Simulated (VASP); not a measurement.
Wanted: the native input for a VASP 6.6.1 run.

```yaml
Task: relaxation of cell and atoms
Functional: PBE
Potentials_or_basis: VASP PAW PBE potentials, release 64 (Ga_d, N)
Cutoff: 600 eV
k_mesh: 6 × 6 × 6
Occupations: gaussian, width 0.1 eV
Spin: collinear spin, ferromagnetic start
Starting_moments: "[0.0, 0.0, 1.0, 1.0] μB"
Dipole_correction: no
Further_INCAR_settings: ALGO = Normal; EDIFF = 1e-06; IBRION = 2; EDIFFG = -0.04; NSW = 90; ISIF = 3
```

The structure of GaN lies in POSCAR:

```
GaN
1.0
    0.0000000000      3.2195797800      3.2195797800
    3.2195797800      0.0000000000      3.2195797800
    3.2195797800      3.2195797800      0.0000000000
Ga N
2 2
Direct
    0.0000000000      0.0000000000      0.0000000000
    0.2500000000      0.2500000000      0.2500000000
    0.7500000000      0.7500000000      0.7500000000
    0.5000000000      0.5000000000      0.5000000000
```

The cell was built from a structure type or drawn by symmetry, and may not be a known phase.

These files were run (other wordings do the same):

INCAR

```
PREC = Accurate
ENCUT = 600
EDIFF = 1E-6
ISMEAR = 0
SIGMA = 0.1
LREAL = F
LASPH = T
NELM = 150
ALGO = Normal
ISIF = 3
LWAVE = F
LCHARG = F
ISPIN = 2
MAGMOM = 0 0 1 1
LORBIT = 11
GGA = PE
IBRION = 2
NSW = 90
EDIFFG = -0.04
```

KPOINTS

```
regular mesh
0
Gamma
  6 6 6
```

Potentials or basis: VASP PAW PBE potentials, release 64 (Ga_d, N).

Run with:

```console
$ cat potpaw_PBE.64/Ga_d/POTCAR potpaw_PBE.64/N/POTCAR > POTCAR
$ mpirun -np 1 vasp_std > vasp.out
```

It gave:

| Quantity | Value |
| --- | --- |
| Relaxed volume | 11.93 Å³/atom |
| Relaxed cell | a = 4.071 Å, b = 4.071 Å, c = 4.071 Å, α = 60.00°, β = 60.00°, γ = 60.00° |
| Space group after relaxing (to 0.1 Å) | Fd-3m (No. 227) |
| Energy gained by relaxing | 286.1 meV/atom |
| Ionic steps | 7 |
| Pressure after relaxing | 0.2 GPa |
| Band gap on the k mesh | zero (filled and empty bands overlap) |
| Net moment | 0.00 μB per cell |
| Valence electrons inside the program's atomic spheres | Ga 11.57; N 3.35 |

Caveat: the volume moved by over 15 % at a fixed basis, so the end points are rough.

Wall time 3 min on 1 thread of Intel(R) Xeon(R) 6975P-C (Granite Rapids), with other jobs on the host, peak memory 0.27 GiB.
